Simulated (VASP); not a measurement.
Set up this calculation in VASP 6.6.1, as the native input.

| Property | Result |
| --- | --- |
| Task | electric field gradients |
| Functional | r2SCAN |
| Potentials or basis | VASP PAW PBE potentials, release 64 (Mn_pv, Hg) |
| Cutoff | 520 eV |
| k mesh | 10 × 10 × 10 |
| Occupations | fermi-dirac, width 0.05 eV |
| Spin | collinear spin, ferromagnetic start |
| Starting moments | [4.0, 0.0] μB |
| Dipole correction | no |
| Further INCAR settings | ALGO = Normal; EDIFF = 1e-08; NBANDS = 24 |

The system is MnHg.

```
CELL_PARAMETERS angstrom
3.31500 0.00000 0.00000
0.00000 3.31500 0.00000
0.00000 0.00000 3.31500
ATOMIC_POSITIONS crystal
Mn 0.50000 0.50000 0.50000
Hg 0.00000 0.00000 0.00000
```

One way to write it, as run:

POSCAR

```
MnHg
1.0
    3.3150000000      0.0000000000      0.0000000000
    0.0000000000      3.3150000000      0.0000000000
    0.0000000000      0.0000000000      3.3150000000
Mn Hg
1 1
Direct
    0.5000000000      0.5000000000      0.5000000000
    0.0000000000      0.0000000000      0.0000000000
```

INCAR.step1

```
SYSTEM = MnHg
ALGO     = Normal         ! electronic algorithm
EDIFF    = 1E-4           ! SCF threshold, eV
ENCUT    = 520            ! plane-wave cutoff, eV
GGA      = PE             ! functional
ISMEAR   = -1             ! smearing method
ISPIN    = 2              ! spin polarisation
LASPH    = .True.         ! aspherical terms in the spheres
LCHARG   = .False.        ! write CHGCAR
LMAXMIX  = 4              ! l up to which the mixer works
LREAL    = .False.        ! projectors in reciprocal space
LWAVE    = .True.         ! write WAVECAR
MAGMOM   = 4 0            ! initial moments
NBANDS   = 24             ! bands
NELM     = 150            ! most SCF steps
PREC     = Accurate       ! precision mode
SIGMA    = 0.05           ! smearing width, eV
```

INCAR.step2

```
SYSTEM = MnHg
ALGO     = Normal         ! electronic algorithm
EDIFF    = 1E-8           ! SCF threshold, eV
ENCUT    = 520            ! plane-wave cutoff, eV
ISIF     = 2              ! what is computed and relaxed
ISMEAR   = -1             ! smearing method
ISPIN    = 2              ! spin polarisation
ISTART   = 1            
LASPH    = .True.         ! aspherical terms in the spheres
LCHARG   = .False.        ! write CHGCAR
LEFG     = .True.       
LMAXMIX  = 4              ! l up to which the mixer works
LMIXTAU  = .True.       
LORBIT   = 11             ! projections on sites
LREAL    = .False.        ! projectors in reciprocal space
LWAVE    = .False.        ! write WAVECAR
MAGMOM   = 4 0            ! initial moments
METAGGA  = R2SCAN         ! meta-GGA
NBANDS   = 24             ! bands
NELM     = 150            ! most SCF steps
PREC     = Accurate       ! precision mode
SIGMA    = 0.05           ! smearing width, eV
```

KPOINTS

```
k-points
0
Gamma
  10 10 10
  0 0 0
```

Potentials or basis: VASP PAW PBE potentials, release 64 (Mn_pv, Hg).

Command:

```bash
$ cat potpaw_PBE.64/Mn_pv/POTCAR potpaw_PBE.64/Hg/POTCAR > POTCAR
$ cp INCAR.step1 INCAR
$ mpirun -np 1 vasp_std > vasp.out
$ cp INCAR.step2 INCAR
$ mpirun -np 1 vasp_std > vasp.out
```

It gave:

| Item | Value |
| --- | --- |
| Pressure | 1.8 GPa |
| Net moment | 4.20 μB per cell |
| Site moments | Mn +4.14; Hg -0.06 μB |
| Largest electric field gradient by atom | zero within the noise of the run |
| Valence electrons inside the program's atomic spheres | Mn 11.37; Hg 10.63 |

Caveat: the PAW data sets were made with another functional, which shifts forces and pressure a little.

Wall time 8.3 min on 1 thread of Intel(R) Xeon(R) Platinum 8259CL CPU @ 2.50GHz (Skylake/Cascade Lake), on a shared host, peak memory 0.24 GiB.
